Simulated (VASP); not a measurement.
# ZnS (F-43m) in VASP: a series of runs, part 3 of 3

VASP 6.6.1. Earlier steps stand in the parts before.

### 5 Vibrations by perturbation theory, LDA

This run uses another cell than the first one, of 16.78 Å³/atom, 1.218 times its volume.

Contents of INCAR:

```
SYSTEM = ZnS
ALGO     = Normal         ! electronic algorithm
EDIFF    = 1E-8           ! SCF threshold, eV
ENCUT    = 520            ! plane-wave cutoff, eV
GGA      = CA             ! functional
IBRION   = 8              ! ionic algorithm
ISIF     = 2              ! what is computed and relaxed
ISMEAR   = 0              ! smearing method
LASPH    = .TRUE.         ! aspherical terms in the spheres
LCHARG   = .TRUE.         ! write CHGCAR
LEPSILON = .TRUE.         ! dielectric tensor by DFPT
LREAL    = .FALSE.        ! projectors in reciprocal space
LWAVE    = .FALSE.        ! write WAVECAR
NELM     = 80             ! most SCF steps
NSW      = 1              ! ionic steps
PREC     = Accurate       ! precision mode
SIGMA    = 0.01           ! smearing width, eV
```

Contents of KPOINTS:

```
k-points
0
G
  10 10 10
  0 0 0
```

Contents of POSCAR:

```
ZnS
1.0
    0.0000000000      2.5603271729      2.5603271729
    2.5603271729      0.0000000000      2.5603271729
    2.5603271729      2.5603271729      0.0000000000
Zn S
1 1
Direct
    0.0000000000      0.0000000000      0.0000000000
    0.7500000000      0.7500000000      0.7500000000
```

Potentials or basis: VASP PAW LDA potentials, release 64 (Zn, S).

Run with:

```console
> cat potpaw_LDA.64/Zn/POTCAR potpaw_LDA.64/S/POTCAR > POTCAR
> mpirun -np 1 vasp_std > vasp.out
```

OUTCAR:

```text
SYSTEM = ZnS
   EDIFF = 1E-8
   ENCUT = 520
   GGA = CA
   IBRION = 8
   ISIF = 2
   ISMEAR = 0
   LASPH = .TRUE.
   LEPSILON = .TRUE.
   LREAL = .FALSE.
   NELM = 80
   NSW = 1
   PREC = Accurate

 ion  position               nearest neighbor table
   1  0.000  0.000  0.000-   2 2.22   2 2.22   2 2.22   2 2.22
   2  0.750  0.750  0.750-   1 2.22   1 2.22   1 2.22   1 2.22

  LATTYP: Found a face centered cubic cell.
 ALAT       =     5.1206543458

  Lattice vectors:

 A1 = (   0.0000000000,   2.5603271729,   2.5603271729)
 A2 = (   2.5603271729,   0.0000000000,   2.5603271729)
 A3 = (   2.5603271729,   2.5603271729,   0.0000000000)

Analysis of symmetry for initial positions (statically):
[... 686 lines left out ...]
  z     0.00000     0.00000     0.00000    11.28329     0.00000     0.00000

 SECOND DERIVATIVES (NOT SYMMETRIZED)
 ------------------------------------
               1X          1Y          1Z          2X          2Y          2Z
  1X    -9.475134    0.000000    0.000000    9.475134    0.000000    0.000000
  1Y     0.000000   -9.475134    0.000000    0.000000    9.475134    0.000000
  1Z     0.000000    0.000000   -9.475134    0.000000    0.000000    9.475134
  2X     9.465743    0.000000    0.000000   -9.465743    0.000000    0.000000
  2Y     0.000000    9.465743    0.000000    0.000000   -9.465743    0.000000
  2Z     0.000000    0.000000    9.465743    0.000000    0.000000   -9.465743

 Eigenvectors and eigenvalues of the dynamical matrix
 ----------------------------------------------------

   1 f  =   10.371109 THz    65.163600 2PiTHz  345.942961 cm-1    42.891441 meV
             X         Y         Z           dx          dy          dz
      0.000000  0.000000  0.000000    -0.569947    0.064839    0.014339
      3.840491  3.840491  3.840491     0.813491   -0.092545   -0.020466
[... 21 lines left out ...]
   6 f/i=    0.002416 THz     0.015183 2PiTHz    0.080601 cm-1     0.009993 meV
             X         Y         Z           dx          dy          dz
      0.000000  0.000000  0.000000    -0.012030    0.379443    0.725692
      3.840491  3.840491  3.840491    -0.008429    0.265845    0.508434

--------------------------------------------------------------------------------------------------------

 MACROSCOPIC STATIC DIELECTRIC TENSOR IONIC CONTRIBUTION
 ------------------------------------------------------
           1.781517     0.000000     0.000000
           0.000000     1.781517     0.000000
           0.000000     0.000000     1.781517
 ------------------------------------------------------

 ELASTIC MODULI CONTR FROM IONIC RELAXATION (kBar)
 Direction    XX          YY          ZZ          XY          YZ          ZX
 --------------------------------------------------------------------------------
 XX           0.0000      0.0000      0.0000      0.0000      0.0000      0.0000
 YY           0.0000      0.0000      0.0000      0.0000      0.0000      0.0000
 ZZ           0.0000      0.0000      0.0000      0.0000      0.0000      0.0000
 XY           0.0000      0.0000      0.0000   -640.8899     -0.0000     -0.0000
 YZ           0.0000      0.0000      0.0000     -0.0000   -640.8899     -0.0000
 ZX           0.0000      0.0000      0.0000     -0.0000     -0.0000   -640.8899
 --------------------------------------------------------------------------------

 PIEZOELECTRIC TENSOR IONIC CONTR  for field in x, y, z        (C/m^2)
          XX          YY          ZZ          XY          YZ          ZX
  --------------------------------------------------------------------------------
  x     0.00000     0.00000     0.00000    -0.00000    -1.00545    -0.00000
  y     0.00000     0.00000     0.00000     0.00000    -0.00000    -1.00545
  z     0.00000     0.00000     0.00000    -1.00545    -0.00000    -0.00000
```

OSZICAR:

```text
N       E                     dE             d eps       ncg     rms          rms(c)
DAV:   1     0.888426834545E+02    0.88843E+02   -0.94429E+03  1222   0.176E+03
DAV:   2    -0.271337952505E+01   -0.91556E+02   -0.86925E+02  1337   0.294E+02
DAV:   3    -0.849403107836E+01   -0.57807E+01   -0.57557E+01  1517   0.747E+01
DAV:   4    -0.856494752739E+01   -0.70916E-01   -0.70885E-01  1417   0.865E+00
[... 181 lines left out ...]
RMM:   8    -0.103598786544E+00    0.22923E-05    0.96497E-08  7846   0.667E-04    0.963E-05
RMM:   9    -0.103598029941E+00    0.75660E-06    0.67929E-08  7787   0.232E-04    0.664E-05
RMM:  10    -0.103598201609E+00   -0.17167E-06    0.46040E-08  8110   0.956E-05    0.414E-06
RMM:  11    -0.103598226176E+00   -0.24567E-07    0.29375E-08  8112   0.451E-05    0.474E-06
RMM:  12    -0.103598218699E+00    0.74764E-08    0.47739E-08  6729   0.287E-05    0.142E-06
 Linear response finished
```

stdout:

```text
POSCAR found type information on POSCAR ZnS
 POSCAR found :  2 types and       2 ions
 scaLAPACK will be used
 LDA part: xc-table for (Slater(with rela. corr.)+CA(PZ))
 , standard interpolation
 POSCAR, INCAR and KPOINTS ok, starting setup
 FFT: planning ... GRIDC
 FFT: planning ... GRID_SOFT
 FFT: planning ... GRID
[... 24 lines left out ...]
 Linear response to external field, progress :
  Direction:   3
 dielectric tensor                  component  3 :     0.827     1.009     6.161
 Linear response DOF=           2
 Linear response progress:
 first order change of Fermi-energy   0.30906E+00
 force on displaced ion       1 direction 1 :  -9.475   0.000   0.000
 Born effective charge ion    1 direction 1 :   1.767   0.000   0.000
 Linear response progress:
 first order change of Fermi-energy  -0.30881E+00
 force on displaced ion       2 direction 1 :  -9.466   0.000   0.000
 Born effective charge ion    2 direction 1 :  -1.771   0.000   0.000
 Born effective charges drift removed
 Linear response finished
```

Run time: 8.1 min. Hardware: 1 thread of Intel Xeon 6975P-C (Granite Rapids), shared host; peak memory 0.31 GiB.

Results:

| Item | Value |
| --- | --- |
| Electronic dielectric tensor (diagonal) | 6.16 |
| Born charges (mean of the diagonal) | Zn +1.77; S -1.77 e |
| Highest phonon frequency at Γ, LO-TO splitting left out | 346 cm⁻¹ |

Phonon frequencies in cm⁻¹ (negative: imaginary):
| q point | frequencies |
| --- | --- |
| (0.000, 0.000, 0.000) | 0 0 0 346 346 346 |

Electronic dielectric tensor:
```
6.16 0.00 0.00
0.00 6.16 0.00
0.00 0.00 6.16
```

Born effective charge tensors (e):
atom 1, Zn
```
1.77 0.00 0.00
0.00 1.77 0.00
0.00 0.00 1.77
```
atom 2, S
```
-1.77  0.00  0.00
 0.00 -1.77  0.00
 0.00  0.00 -1.77
```

Caveat: the cell wasn't relaxed at this level first, which shifts response properties.

### 6 Vibrations by perturbation theory, LDA

This run uses another cell than the first one, of 17.64 Å³/atom, 1.280 times its volume.

Contents of INCAR:

```
PREC = Accurate ; ENCUT = 520
EDIFF = 1E-8 ; ISMEAR = 0
SIGMA = 0.01 ; LREAL = False
LASPH = True ; NELM = 60
ALGO = Normal ; ISIF = 2
LWAVE = False ; LCHARG = True
GGA = CA ; IBRION = 8
NSW = 1 ; LEPSILON = True
```

Contents of KPOINTS:

```
regular mesh
0
Gamma
  10 10 10
```

Contents of POSCAR:

```
ZnS
1.0
    0.0000000000      2.6033114152      2.6033114152
    2.6033114152      0.0000000000      2.6033114152
    2.6033114152      2.6033114152      0.0000000000
Zn S
1 1
Direct
    0.0000000000      0.0000000000      0.0000000000
    0.7500000000      0.7500000000      0.7500000000
```

Potentials or basis: VASP PAW LDA potentials, release 64 (Zn, S).

Run with:

```console
> cat potpaw_LDA.64/Zn/POTCAR potpaw_LDA.64/S/POTCAR > POTCAR
> mpirun -np 1 vasp_std > vasp.out
```

OUTCAR:

```text
PREC = Accurate
   ENCUT = 520
   EDIFF = 1E-8
   ISMEAR = 0
   LREAL = False
   LASPH = True
   NELM = 60
   ISIF = 2
   GGA = CA
   IBRION = 8
   NSW = 1
   LEPSILON = True

 ion  position               nearest neighbor table
   1  0.000  0.000  0.000-   2 2.25   2 2.25   2 2.25   2 2.25
   2  0.750  0.750  0.750-   1 2.25   1 2.25   1 2.25   1 2.25

  LATTYP: Found a face centered cubic cell.
 ALAT       =     5.2066228304

  Lattice vectors:

 A1 = (   0.0000000000,   2.6033114152,   2.6033114152)
 A2 = (   2.6033114152,   0.0000000000,   2.6033114152)
 A3 = (   2.6033114152,   2.6033114152,   0.0000000000)

Analysis of symmetry for initial positions (statically):
=====================================================================
 Subroutine PRICEL returns:
 Original cell was already a primitive cell.

 Routine SETGRP: Setting up the symmetry group for a
[... 682 lines left out ...]

 SECOND DERIVATIVES (NOT SYMMETRIZED)
 ------------------------------------
               1X          1Y          1Z          2X          2Y          2Z
  1X    -7.972464    0.000000    0.000000    7.972464   -0.000000   -0.000000
  1Y     0.000000   -7.972464    0.000000   -0.000000    7.972464   -0.000000
  1Z     0.000000    0.000000   -7.972464   -0.000000   -0.000000    7.972464
  2X     8.048085    0.000000    0.000000   -8.048085    0.000000    0.000000
  2Y     0.000000    8.048085    0.000000    0.000000   -8.048085    0.000000
  2Z     0.000000    0.000000    8.048085    0.000000    0.000000   -8.048085

 Eigenvectors and eigenvalues of the dynamical matrix
 ----------------------------------------------------

   1 f  =    9.546670 THz    59.983498 2PiTHz  318.442639 cm-1    39.481838 meV
             X         Y         Z           dx          dy          dz
      0.000000  0.000000  0.000000     0.000000    0.000000   -0.571797
      3.904967  3.904967  3.904967     0.000000    0.000000    0.820395
[... 21 lines left out ...]
   6 f/i=    0.021139 THz     0.132820 2PiTHz    0.705118 cm-1     0.087423 meV
             X         Y         Z           dx          dy          dz
      0.000000  0.000000  0.000000     0.372492   -0.730957    0.000000
      3.904967  3.904967  3.904967     0.259618   -0.509460    0.000000

--------------------------------------------------------------------------------------------------------

 MACROSCOPIC STATIC DIELECTRIC TENSOR IONIC CONTRIBUTION
 ------------------------------------------------------
           2.168824    -0.000000    -0.000000
          -0.000000     2.168824    -0.000000
          -0.000000    -0.000000     2.168824
 ------------------------------------------------------

 ELASTIC MODULI CONTR FROM IONIC RELAXATION (kBar)
 Direction    XX          YY          ZZ          XY          YZ          ZX
 --------------------------------------------------------------------------------
 XX          -0.0000      0.0000      0.0000     -0.0000      0.0000      0.0000
 YY           0.0000     -0.0000      0.0000     -0.0000     -0.0000     -0.0000
 ZZ           0.0000      0.0000     -0.0000      0.0000     -0.0000      0.0000
 XY          -0.0000     -0.0000      0.0000   -443.4762      0.0000     -0.0000
 YZ           0.0000     -0.0000     -0.0000      0.0000   -443.4762      0.0000
 ZX           0.0000     -0.0000      0.0000      0.0000      0.0000   -443.4762
 --------------------------------------------------------------------------------

 PIEZOELECTRIC TENSOR IONIC CONTR  for field in x, y, z        (C/m^2)
          XX          YY          ZZ          XY          YZ          ZX
  --------------------------------------------------------------------------------
  x     0.00000    -0.00000    -0.00000     0.00000    -0.92283     0.00000
  y     0.00000    -0.00000     0.00000     0.00000     0.00000    -0.92283
  z    -0.00000    -0.00000     0.00000    -0.92283     0.00000     0.00000
```

OSZICAR:

```text
N       E                     dE             d eps       ncg     rms          rms(c)
DAV:   1     0.886972214385E+02    0.88697E+02   -0.93811E+03  1222   0.174E+03
DAV:   2    -0.262263923159E+01   -0.91320E+02   -0.87405E+02  1307   0.291E+02
DAV:   3    -0.855712280901E+01   -0.59345E+01   -0.59061E+01  1542   0.753E+01
DAV:   4    -0.863033813324E+01   -0.73215E-01   -0.73183E-01  1357   0.882E+00
[... 180 lines left out ...]
RMM:  10    -0.103684479979E+00   -0.17413E-06   -0.39560E-08  8078   0.857E-05    0.673E-06
RMM:  11    -0.103684523311E+00   -0.43332E-07   -0.63185E-08  8066   0.417E-05    0.559E-06
RMM:  12    -0.103684512160E+00    0.11151E-07   -0.71489E-08  7027   0.252E-05    0.115E-06
RMM:  13    -0.103684508681E+00    0.34795E-08   -0.43884E-08  4542   0.205E-05    0.419E-07
 Linear response finished
```

It took 8.5 min on 1 thread of Intel Xeon 6975P-C (Granite Rapids), shared host; peak memory 0.31 GiB.

What came out:

```
Electronic dielectric tensor (diagonal)                 : 6.14
Born charges (mean of the diagonal)                     : Zn +1.84; S -1.84 e
Highest phonon frequency at Γ, LO-TO splitting left out : 318 cm⁻¹
```

Phonon frequencies in cm⁻¹ (negative: imaginary):
```csv
q point,frequencies
"(0.000, 0.000, 0.000)",-1 -1 -1 318 318 318
```

Electronic dielectric tensor:
```
6.14 0.00 0.00
0.00 6.14 0.00
0.00 0.00 6.14
```

Born effective charge tensors (e):
atom 1, Zn
```
1.84 0.00 0.00
0.00 1.84 0.00
0.00 0.00 1.84
```
atom 2, S
```
-1.84  0.00  0.00
 0.00 -1.84  0.00
 0.00  0.00 -1.84
```

Caveat: the cell wasn't relaxed at this level first, which shifts response properties.
